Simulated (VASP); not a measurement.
# AlNi (Pm-3m) in VASP: a series of runs

The runs below take AlNi through single point, with PBEsol.

All numbers are computed with VASP 6.6.1; they aren't measurements. Logs are shortened: lines on timing, memory, paths and dates and some standing lists are left out, and cuts for length are marked.

## 1. The cell of the first run

Symmetry: Pm-3m, No. 221, cubic system. Conventional cell: a = 2.862 Å, b = 2.862 Å, c = 2.862 Å, α = 90.00°, β = 90.00°, γ = 90.00°. Al (site symmetry m-3m) has 8 Ni at 2.48 Å and 6 Al at 2.86 Å within 3.3 Å. Within 3.3 Å of Ni (site symmetry m-3m) lie 8 Al at 2.48 Å and 6 Ni at 2.86 Å.

## 2. Single point, PBEsol

The input, INCAR:

```
SYSTEM = AlNi
  PREC = Accurate
  ENCUT = 520
  EDIFF = 1E-6
  ISMEAR = 0
  SIGMA = 0.1
  LREAL = .False.
  LASPH = .True.
  NELM = 60
  ALGO = Fast
  ISIF = 2
  LWAVE = .False.
  LCHARG = .False.
  GGA = PS
  NBANDS = 14
```

The input, KPOINTS:

```
Automatic mesh
0
Gamma
  12 12 12
  0 0 0
```

The input, POSCAR:

```
AlNi
1.0
    2.8621655562      0.0000000000      0.0000000000
    0.0000000000      2.8621655562      0.0000000000
    0.0000000000      0.0000000000      2.8621655562
Al Ni
1 1
Direct
    0.0000000000      0.0000000000      0.0000000000
    0.5000000000      0.5000000000      0.5000000000
```

Potentials or basis: VASP PAW PBE potentials, release 64 (Al, Ni).

Command:

```sh
cat potpaw_PBE.64/Al/POTCAR potpaw_PBE.64/Ni/POTCAR > POTCAR
mpirun -np 1 vasp_std > vasp.out
```

OUTCAR:

```text
SYSTEM = AlNi
   PREC = Accurate
   ENCUT = 520
   EDIFF = 1E-6
   ISMEAR = 0
   LREAL = .False.
   LASPH = .True.
   NELM = 60
   ISIF = 2
   GGA = PS

 ion  position               nearest neighbor table
   1  0.000  0.000  0.000-   2 2.48   2 2.48   2 2.48   2 2.48   2 2.48   2 2.48   2 2.48   2 2.48

   2  0.500  0.500  0.500-   1 2.48   1 2.48   1 2.48   1 2.48   1 2.48   1 2.48   1 2.48   1 2.48

  LATTYP: Found a simple cubic cell.
 ALAT       =     2.8621655562

  Lattice vectors:

 A1 = (   2.8621655562,   0.0000000000,   0.0000000000)
 A2 = (   0.0000000000,   2.8621655562,   0.0000000000)
 A3 = (   0.0000000000,   0.0000000000,   2.8621655562)

Analysis of symmetry for initial positions (statically):
=====================================================================
 Subroutine PRICEL returns:
 Original cell was already a primitive cell.

 Routine SETGRP: Setting up the symmetry group for a
 simple cubic supercell.

 Subroutine GETGRP returns: Found 48 space group operations
 (whereof 48 operations were pure point group operations)
 out of a pool of 48 trial point group operations.

The static configuration has the point symmetry O_h .

Analysis of symmetry for dynamics (positions and initial velocities):
=====================================================================
 Subroutine PRICEL returns:
 Original cell was already a primitive cell.

 Routine SETGRP: Setting up the symmetry group for a
 simple cubic supercell.

 Subroutine GETGRP returns: Found 48 space group operations
 (whereof 48 operations were pure point group operations)
 out of a pool of 48 trial point group operations.

The dynamic configuration has the point symmetry O_h .

 Subroutine INISYM returns: Found 48 space group operations
 (whereof 48 operations are pure point group operations),
 and found     1 'primitive' translations

----------------------------------------------------------------------------------------

                                     Primitive cell

  volume of cell :      23.4468

  direct lattice vectors                    reciprocal lattice vectors
     2.862165556  0.000000000  0.000000000     0.349385799  0.000000000  0.000000000
     0.000000000  2.862165556  0.000000000     0.000000000  0.349385799  0.000000000
     0.000000000  0.000000000  2.862165556     0.000000000  0.000000000  0.349385799

  length of vectors
     2.862165556  2.862165556  2.862165556     0.349385799  0.349385799  0.349385799

  position of ions in fractional coordinates (direct lattice)
     0.000000000  0.000000000  0.000000000
     0.500000000  0.500000000  0.500000000

  ion indices of the primitive-cell ions
   primitive index   ion index
                 1           1
                 2           2

----------------------------------------------------------------------------------------

 KPOINTS: Automatic mesh

Automatic generation of k-mesh.
 Grid dimensions read from file:
 generate k-points for:   12   12   12

 Generating k-lattice:

  Cartesian coordinates                     Fractional coordinates (reciprocal lattice)
     0.029115483  0.000000000  0.000000000     0.083333333  0.000000000  0.000000000
     0.000000000  0.029115483  0.000000000     0.000000000  0.083333333  0.000000000
     0.000000000  0.000000000  0.029115483     0.000000000  0.000000000  0.083333333

  Length of vectors
     0.029115483  0.029115483  0.029115483

  Shift w.r.t. Gamma in fractional coordinates (k-lattice)
     0.000000000  0.000000000  0.000000000

 Subroutine IBZKPT returns following result:
 ===========================================

 Found     84 irreducible k-points:

 Following reciprocal coordinates:
            Coordinates               Weight
  0.000000  0.000000  0.000000      1.000000
  0.083333  0.000000  0.000000      6.000000
  0.166667  0.000000  0.000000      6.000000
  0.250000  0.000000  0.000000      6.000000
  0.333333  0.000000  0.000000      6.000000
  0.416667  0.000000  0.000000      6.000000
[... 16 lines left out ...]
  0.333333  0.333333  0.000000     12.000000
  0.416667  0.333333  0.000000     24.000000
 [... further k-points ...]
   k-points           NKPTS =     84   k-points in BZ     NKDIM =     84   number of bands    NBANDS=     14
   number of dos      NEDOS =    301   number of ions     NIONS =      2
   total plane-waves  NPLWV =  13824
   dimension x,y,z NGX =    24 NGY =   24 NGZ =   24
   dimension x,y,z NGXF=    48 NGYF=   48 NGZF=   48
   ions per type =               1   1
   NGX,Y,Z   is equivalent  to a cutoff of  13.94, 13.94, 13.94 a.u.
   NGXF,Y,Z  is equivalent  to a cutoff of  27.88, 27.88, 27.88 a.u.
 SYSTEM =  AlNi
   PREC   = accura    normal or accurate (medium, high low for compatibility)
   ISTART =      0    job   : 0-new  1-cont  2-samecut
   ICHARG =      2    charge: 1-file 2-atom 10-const
   ISPIN  =      1    spin polarized calculation?
   LNONCOLLINEAR =      F non collinear calculations
   LSORBIT =      F    spin-orbit coupling
   LASPH  =      T    aspherical Exc in radial PAW
   ENCUT  =  520.0 eV  38.22 Ry    6.18 a.u.   5.32  5.32  5.32*2*pi/ulx,y,z
   NELM   =     60;   NELMIN=  2; NELMDL= -5     # of ELM steps
   EDIFF  = 0.1E-05   stopping-criterion for ELM
   LREAL  =      F    real-space projection
   EDIFFG = 0.1E-04   stopping-criterion for IOM
   NSW    =      0    number of steps for IOM
   IBRION =     -1    ionic relax: 0-MD 1-quasi-New 2-CG
   NFREE  =      0    steps in history (QN), initial steepest desc. (CG)
   ISIF   =      2    stress and relaxation
   ISYM   =      2    0-nonsym 1-usesym 2-fastsym
   POTIM  = 0.5000    time-step for ionic-motion
   TEBEG  =    0.0;   TEEND  =   0.0 temperature during run
   PSTRESS=    0.0 pullay stress
   NELECT =      13.0000    total number of electrons
   NUPDOWN=      -1.0000    fix difference up-down
   EMIN   =  10.00;   EMAX   =-10.00  energy-range for DOS
   EFERMI =   0.00;   METHOD = LEGACY
   ISMEAR =     0;   SIGMA  =   0.10  broadening in eV -4-tet -1-fermi 0-gaus
   EFERMI_NEDOS =   21; number of points for ismear=-14 and -15
   IALGO  =     68    algorithm
   IMIX   =      4    mixing-type and parameters
     AMIX     =   0.40;   BMIX     =  1.00
     AMIX_MAG =   1.60;   BMIX_MAG =  1.00
  volume/ion in A,a.u.               =      11.72        79.11
  Fermi-wavevector in a.u.,A,eV,Ry     =   1.344914  2.541519 24.610134  1.808794
  Thomas-Fermi vector in A             =   2.472869
   LORBIT       =      0    0 simple, 1 ext, 2 COOP (PROOUT), +10 PAW based schemes
   GGA     = PS    functional components
   LHFCALC =     F    Hartree Fock is set to
   AEXX    =    0.0000 exact exchange contribution
   IVDW    =     0    specifies the selected vdW correction
   LEPSILON=     F    determine dielectric tensor
   LRPA    =     F    only Hartree local field effects (RPA)
 non-spin polarized calculation
 RMM-DIIS sequential band-by-band and
 Gauss-broadening in eV      SIGMA  =   0.10
  energy-cutoff  :      520.00
  volume of cell :       23.45
 maximum number of plane-waves:       648
 NGX is ok and might be reduce to    24
   NGX = 11   NGY = 11   NGZ = 11

 number of electron      13.0000011 magnetization

 Free energy of the ion-electron system (eV)
  ---------------------------------------------------
  ext. energy  EPLUGINS =         0.00000000
  ---------------------------------------------------
  free energy    TOTEN  =       -11.58632417 eV

  energy without entropy =      -11.58194997  energy(sigma->0) =      -11.58413707

 E-fermi :  10.1998     XC(G=0): -12.2618

 val. band max:       10.1847992471   @ k =   0.5000   0.4167   0.3333
 cond. band min:      10.2101029804   @ k =   0.3333   0.1667   0.0000
 fundamental gap:      0.0253037333
 Fermi energy:        10.1998425673

 k-point     1 :       0.0000    0.0000    0.0000
  band No.  band energies     occupation
      1      -1.1171      2.00000
      2       6.8279      2.00000
      3       6.8279      2.00000
      4       8.5776      2.00000
      5       8.5776      2.00000
      6       8.5776      2.00000
      7      15.7388      0.00000
      8      15.7388      0.00000
      9      15.7388      0.00000
     10      18.3686      0.00000
     11      18.3686      0.00000
     12      24.2423      0.00000
     13      31.2877      0.00000
     14      31.2877      0.00000

 k-point     2 :       0.0833    0.0000    0.0000
  band No.  band energies     occupation
      1      -0.9874      2.00000
      2       6.8181      2.00000
      3       6.8587      2.00000
      4       8.5209      2.00000
      5       8.5209      2.00000
      6       8.5837      2.00000
      7      14.4899      0.00000
      8      15.9096      0.00000
      9      15.9096      0.00000
     10      18.3743      0.00000
     11      19.4890      0.00000
     12      24.6934      0.00000
     13      29.9380      0.00000
     14      29.9381      0.00000

 k-point     3 :       0.1667    0.0000    0.0000
  band No.  band energies     occupation
      1      -0.6009      2.00000
      2       6.7427      2.00000
      3       6.9444      2.00000
      4       8.3735      2.00000
      5       8.3735      2.00000
      6       8.6003      2.00000
      7      12.6105      0.00000
      8      16.4009      0.00000
      9      16.4009      0.00000
     10      18.3907      0.00000
     11      20.9259      0.00000
     12      26.1309      0.00000
     13      27.8798      0.00000
     14      27.8798      0.00000
[... 324 lines left out ...]
 k-point    23 :       0.3333    0.3333    0.0000
  band No.  band energies     occupation
      1       2.7238      2.00000
      2       6.2292      2.00000
      3       7.0298      2.00000
      4       7.7433      2.00000
      5       8.1032      2.00000
      6       8.1653      2.00000
      7      10.1085      1.80336
      8      12.4250      0.00000
      9      16.2304      0.00000
     10      20.3263      0.00000
     11      22.4557      0.00000
     12      25.0923      0.00000
     13      26.1075      0.00000
     14      26.7163      0.00000

 k-point    24 :       0.4167    0.3333    0.0000
  band No.  band energies     occupation
      1       3.6105      2.00000
      2       5.7250      2.00000
      3       7.2272      2.00000
      4       7.6895      2.00000
      5       8.0202      2.00000
      6       8.1658      2.00000
      7       9.6039      2.00000
      8      12.7037      0.00000
      9      14.8053      0.00000
     10      21.3265      0.00000
     11      23.0864      0.00000
     12      24.0190      0.00000
     13      26.0785      0.00000
     14      26.4596      0.00000

 [... further k-points ...]

------------------------ aborting loop because EDIFF is reached ----------------------------------------

  FORCE on cell =-STRESS in cart. coord.  units (eV):
  Direction    XX          YY          ZZ          XY          YZ          ZX
  --------------------------------------------------------------------------------------
  -------------------------------------------------------------------------------------
  Total       -0.0258759     -0.0258759     -0.0258759     -0.0000000      0.0000000     -0.0000000
  in kB       -1.7681617     -1.7681617     -1.7681617     -0.0000000      0.0000000     -0.0000000
  external PRESSURE =      -1.7681617 kB  Pullay stress =       0.0000000 kB

 VOLUME and BASIS-vectors are now :
 -----------------------------------------------------------------------------
  energy-cutoff  :      520.00
  volume of cell :       23.45
      direct lattice vectors                 reciprocal lattice vectors
     2.862165556  0.000000000  0.000000000     0.349385799  0.000000000  0.000000000
     0.000000000  2.862165556  0.000000000     0.000000000  0.349385799  0.000000000
     0.000000000  0.000000000  2.862165556     0.000000000  0.000000000  0.349385799

 POSITION                                       TOTAL-FORCE (eV/Angst)
 -----------------------------------------------------------------------------------
      0.00000      0.00000      0.00000         0.000000      0.000000      0.000000
      1.43108      1.43108      1.43108         0.000000      0.000000      0.000000
 -----------------------------------------------------------------------------------
    total drift:                                0.000000      0.000000     -0.000000

  FREE ENERGIE OF THE ION-ELECTRON SYSTEM (eV)
  ---------------------------------------------------
  free  energy   TOTEN  =       -11.5863241748 eV

  energy  without entropy=      -11.5819499727  energy(sigma->0) =      -11.58413707
```

Run time: 22 s. Hardware: 1 thread of AMD EPYC 7R13 (Zen 3), shared host; peak memory 0.12 GiB.

Results:

```yaml
Free_energy: -11.5863 eV
Pressure: -0.2 GPa
Band_gap_on_the_k_mesh: zero (an odd number of electrons rules out a gap without spin polarisation)
```

Caveat: the PAW data sets were made with another functional, which shifts forces and pressure a little. Spin polarisation is off, so any magnetic state and its effect on volume and gap are missing.

(Part 1 of 2 ends here.)
